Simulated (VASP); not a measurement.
Input of a VASP 6.6.1 run:

File INCAR:

```
SYSTEM = W
  PREC = Accurate
  ENCUT = 520
  EDIFF = 1E-6
  ISMEAR = -1
  SIGMA = 0.05
  LREAL = .FALSE.
  LASPH = .TRUE.
  NELM = 60
  ALGO = Fast
  ISIF = 2
  LWAVE = .FALSE.
  LCHARG = .FALSE.
  GGA = PS
  NBANDS = 13
```

File KPOINTS:

```
Automatic mesh
0
G
  10 10 10
  0 0 0
```

POSCAR

```
W
1.0
   -1.5823450000      1.5823450000      1.5190512000
    1.5823450000     -1.5823450000      1.5190512000
    1.5823450000      1.5823450000     -1.5190512000
W
1
Direct
    0.0000000000      0.0000000000      0.0000000000
```

Potentials or basis: VASP PAW PBE potentials, release 64 (W_sv).

Command:

```console
$ cat potpaw_PBE.64/W_sv/POTCAR > POTCAR
$ mpirun -np 1 vasp_std > vasp.out
```

(1) What does it give for the band gap on the k mesh?

(2) Predict the pressure.

Results:

(1) zero (band 7 reaches 17.29 eV, above the bottom of band 8 at 10.64 eV).

(2) 12.3 GPa.

Caveat: the PAW data sets were made with another functional, which shifts forces and pressure a little; spin-orbit coupling is left out, which moves the levels of the heavy elements.
